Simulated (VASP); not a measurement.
Set up this calculation in VASP 6.6.1, as the native input.

```
Task                   : single point
Functional             : PBE
Dispersion             : D3(BJ)
Potentials or basis    : VASP PAW PBE potentials, release 64 (C)
Cutoff                 : 520 eV
k mesh                 : 2 × 2 × 2
Occupations            : fermi-dirac, width 0.05 eV
Spin                   : no spin polarisation
Dipole correction      : no
Further INCAR settings : LREAL = Auto; ALGO = Normal; EDIFF = 1e-06; NBANDS = 163
```

The structure of C (a cell with a defect) lies in POSCAR:

```
C
1.0
    7.1400000000      0.0000000000      0.0000000000
    0.0000000000      7.1400000000      0.0000000000
    0.0000000000      0.0000000000      7.1400000000
C
63
Direct
    0.4996240896      0.0017369748     -0.0018131653
    0.6243906162      0.1255386555      0.1244598039
    0.7482051821      0.2503012605     -0.0018095238
    0.8758837535      0.3755247899      0.1259023810
    0.7497012605      0.0002289916      0.2495340336
    0.8758955182      0.1244848739      0.3739539216
   -0.0004645658      0.0002247899     -0.0002858543
    0.1239530812      0.1244843137      0.1259063025
    0.2516371148      0.2497042017     -0.0018100840
    0.3754537815      0.3744715686      0.1244577031
    0.5002231092      0.4982757703     -0.0018126050
    0.6254425770      0.6259687675      0.1259029412
    0.7497011204      0.7503907563     -0.0002865546
    0.8747752101      0.8751526611      0.1247840336
    0.2501431373      0.0002285714      0.2503345938
    0.3754567227      0.1255354342      0.3754112045
    0.4999233894      0.2500074230      0.2499341737
    0.6243917367      0.3744747899      0.3754095238
    0.7496994398      0.4997820728      0.2503322129
    0.8747753501      0.6248589636      0.3750789916
    0.5002271709      0.0017331933      0.5016847339
    0.6345585434      0.1153851541      0.6153955182
    0.7482084034      0.2497060224      0.5016714286
    0.8744764706      0.3744925770      0.6254467787
    0.7482264706      0.0017054622      0.7496450980
    0.8744784314      0.1255186275      0.8744212885
    0.0003074230      0.4997852941     -0.0002850140
    0.1250714286      0.6248592437      0.1247855742
    0.2501415966      0.7496161064     -0.0002894958
    0.3743981793      0.8740453782      0.1258981793
   -0.0000775910      0.2500046218      0.2499345938
    0.1239571429      0.3755218487      0.3739613445
    0.2501443978      0.4997837535      0.2495333333
    0.3744030812      0.6259684874      0.3739682073
    0.4999219888      0.7500047619      0.2499330532
    0.6254448179      0.8740459384      0.3739698880
    0.0003078431      0.0002264706      0.5001525210
    0.1253654062      0.1255163866      0.6254463585
    0.2516410364      0.2503042017      0.5016749300
    0.3653163866      0.3845973389      0.6154197479
    0.4996212885      0.4982777311      0.5016831933
    0.6244072829      0.6245509804      0.6254500000
    0.7497019608      0.7496158263      0.5001539216
    0.8758991597      0.8740259104      0.6244161064
    0.2516112045      0.0017018207      0.7502274510
    0.3652780112      0.1153908964      0.8844620448
    0.6345563025      0.3846061625      0.8844725490
    0.7482281513      0.4983028011      0.7502259104
    0.8759000000      0.6259826331      0.8754476190
   -0.0000768908      0.7500061625      0.2499327731
    0.1250689076      0.8751519608      0.3750843137
   -0.0004663866      0.4997868347      0.5001509804
    0.1239470588      0.6259829132      0.6244203081
    0.2501432773      0.7503943978      0.5001536415
    0.3754407563      0.8754570028      0.6254495798
   -0.0000788515      0.2500071429      0.7499347339
    0.1253677871      0.3744922969      0.8744238095
    0.2516177871      0.4983033613      0.7496421569
    0.3754379552      0.6245522409      0.8744169468
    0.4999218487      0.7500053221      0.7499310924
    0.6244033613      0.8754546218      0.8744172269
   -0.0000782913      0.7500021008      0.7499341737
    0.1239387955      0.8740219888      0.8754502801
```

These files were run (other wordings do the same):

INCAR

```
PREC     = Accurate       # precision mode
ENCUT    = 520            # plane-wave cutoff, eV
EDIFF    = 1E-6           # SCF threshold, eV
ISMEAR   = -1             # smearing method
SIGMA    = 0.05           # smearing width, eV
LREAL    = Auto         
LASPH    = True           # aspherical terms in the spheres
NELM     = 60             # most SCF steps
ALGO     = Normal         # electronic algorithm
ISIF     = 2              # what is computed and relaxed
LWAVE    = False          # write WAVECAR
LCHARG   = True           # write CHGCAR
GGA      = PE             # functional
IVDW     = 12             # dispersion correction
LELF     = True           # ELF
LVHAR    = True         
NBANDS   = 163            # bands
```

KPOINTS

```
regular mesh
0
Gamma
  2 2 2
```

Potentials or basis: VASP PAW PBE potentials, release 64 (C).

Run with:

```sh
$ cat potpaw_PBE.64/C/POTCAR > POTCAR
$ mpirun -np 1 vasp_std > vasp.out
```

It gave:

| Property | Result |
| --- | --- |
| Pressure | -3.0 GPa |
| Largest force | 0.028 eV/Å |
| Band gap on the k mesh | zero (bands 126 and 127 overlap by 0.25 eV) |
| Dispersion energy per atom | -0.190 eV |

Caveat: the k points lie up to 0.44 Å⁻¹ apart.

It took 16 min on 1 thread of Intel(R) Xeon(R) Platinum 8375C CPU @ 2.90GHz (Ice Lake), with other jobs on the host, peak memory 0.57 GiB.
